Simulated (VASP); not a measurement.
Wanted: the native input for a VASP 6.6.1 run.

```yaml
Task: single point
Functional: PBE
Potentials_or_basis: VASP PAW PBE potentials, release 64 (K_sv, F)
Cutoff: 520 eV
k_mesh: 8 × 8 × 8
Occupations: gaussian, width 0.05 eV
Spin: no spin polarisation
Dipole_correction: no
Further_INCAR_settings: ALGO = Normal; EDIFF = 1e-06; NBANDS = 15
```

The structure of KF lies in POSCAR:

```
KF
1.0
    0.0000000000      2.8071750000      2.6735000000
    2.8071750000      0.0000000000      2.6735000000
    2.8071750000      2.8071750000      0.0000000000
K F
1 1
Direct
    0.0000000000      0.0000000000      0.0000000000
    0.5000000000      0.5000000000      0.5000000000
```

This cell differs from its parent crystal: strain +0.050 along x and y, +0.000 along z.

These files were run (other wordings do the same):

INCAR

```
SYSTEM = KF
PREC     = Accurate       ! precision mode
ENCUT    = 520            ! plane-wave cutoff, eV
EDIFF    = 1E-6           ! SCF threshold, eV
ISMEAR   = 0              ! smearing method
SIGMA    = 0.05           ! smearing width, eV
LREAL    = .FALSE.        ! projectors in reciprocal space
LASPH    = .TRUE.         ! aspherical terms in the spheres
NELM     = 100            ! most SCF steps
ALGO     = Normal         ! electronic algorithm
ISIF     = 2              ! what is computed and relaxed
LWAVE    = .FALSE.        ! write WAVECAR
LCHARG   = .FALSE.        ! write CHGCAR
GGA      = PE             ! functional
NBANDS   = 15             ! bands
```

KPOINTS

```
Automatic mesh
0
G
  8 8 8
  0 0 0
```

Potentials or basis: VASP PAW PBE potentials, release 64 (K_sv, F).

Launch:

```sh
$ cat potpaw_PBE.64/K_sv/POTCAR potpaw_PBE.64/F/POTCAR > POTCAR
$ mpirun -np 1 vasp_std > vasp.out
```

Results of the run:

| Quantity | Value |
| --- | --- |
| Pressure | -1.3 GPa |
| Band gap on the k mesh | 5.63 eV, direct |

Caveat: the cell differs from its parent crystal (strain +0.050 along x and y, +0.000 along z).

Run time: 34 s on 1 thread of Intel(R) Xeon(R) Platinum 8259CL CPU @ 2.50GHz (Skylake/Cascade Lake), with other jobs on the host, peak memory 0.18 GiB.
